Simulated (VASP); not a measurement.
Runs of VASP 6.6.1 on BP. The structure is that of space group F-43m (No. 216), or close to it. The cells are those of the table. 

```csv
cell,gap on the mesh (eV),pressure (GPa)
"a = 3.154 Å, angles 60.0°, 2 atoms",1.22,10.6
"a = 3.260 Å, angles 60.0°, 2 atoms",(b),-6.2
"a = 3.097 Å, angles 60.0°, 2 atoms",1.10,22.5
"a = 3.311 Å, angles 60.0°, 2 atoms",1.47,(c)
"a = 3.208 Å, angles 60.0°, 2 atoms",(a),1.2
```

Alike in all rows: task single point; level PBE; potentials or basis VASP PAW PBE potentials, release 64 (B, P); no spin polarisation; k mesh 6 × 6 × 6; cutoff (eV) 520; smearing gaussian 0.01 eV.

**Question.** Estimate the missing entries.

**Answer.** (a) 1.33; (b) 1.42; (c) -12.1.

A k mesh can miss the band edges.
